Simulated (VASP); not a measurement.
## LiNbO3: single point with r2SCAN

Crystal: LiNbO3.

```xyz
10
Lattice="2.5965 1.4991 4.6654 -2.5965 1.4991 4.6654 0.0000 -2.9982 4.6654" Properties=species:S:1:pos:R:3 pbc="T T T"
Li    0.0000    0.0000    3.9479
Li    0.0000    0.0000   10.9460
Nb    0.0000    0.0000    0.0063
Nb    0.0000    0.0000    7.0044
O    -0.6303   -1.4600    5.5485
O     1.5796    0.1841    5.5485
O    -0.9492    1.2759    5.5485
O    -1.6473   -0.2232    7.8812
O     0.6303    1.5382    7.8812
O     1.0170   -1.3150    7.8812
```

```
Program                : VASP 6.6.1
Task                   : single point
Functional             : r2SCAN
Potentials or basis    : VASP PAW PBE potentials, release 64 (Li_sv, Nb_sv, O)
Cutoff                 : 830 eV
k mesh                 : 6 × 6 × 6
Occupations            : gaussian, width 0.02 eV
Spin                   : no spin polarisation
Dipole correction      : no
Further INCAR settings : ALGO = Normal; EDIFF = 1e-06; NBANDS = 45
```

| Item | Value |
| --- | --- |
| Pressure | -3.3 GPa |
| Largest force | 0.029 eV/Å |
| Band gap on the k mesh | 4.00 eV (least direct gap 4.02 eV) |

Forces in eV/Å, atoms in the order of the input:
```
Li   0.000  0.000  0.012
Li   0.000  0.000  0.012
Nb   0.000  0.000 -0.029
Nb   0.000  0.000 -0.029
O   -0.011  0.011  0.006
O   -0.004 -0.015  0.006
O    0.015  0.004  0.006
O   -0.015  0.004  0.006
O    0.011  0.011  0.006
O    0.004 -0.015  0.006
```

Levels at points of the mesh, in eV from the valence-band top:
| k point | band 30 | band 31 | band 32 | band 33 | band 34 | band 35 | band 36 | band 37 | band 38 | band 39 |
| --- | --- | --- | --- | --- | --- | --- | --- | --- | --- | --- |
| (0.00, 0.00, 0.00) | -0.74 | -0.74 | -0.47 | 0.00 | 0.00 | 4.02 | 4.02 | 4.49 | 5.56 | 5.56 |
| (0.50, 0.00, 0.00) | -0.45 | -0.31 | -0.31 | -0.23 | -0.23 | 4.28 | 4.28 | 5.10 | 5.10 | 5.33 |
| (0.50, 0.50, 0.00) | -1.00 | -0.72 | -0.67 | -0.52 | -0.17 | 4.10 | 4.57 | 4.98 | 5.07 | 5.62 |
| (0.50, 0.50, 0.50) | -0.60 | -0.33 | -0.33 | -0.33 | -0.33 | 5.02 | 5.02 | 5.22 | 5.22 | 5.22 |

Wall time 25 min on 1 thread of Intel(R) Xeon(R) Platinum 8488C (Sapphire Rapids), on a shared host, peak memory 0.6 GiB.

Caveat: the cell stands under tension; the PAW data sets were made with another functional, which shifts forces and pressure a little. A k mesh can miss the band edges.
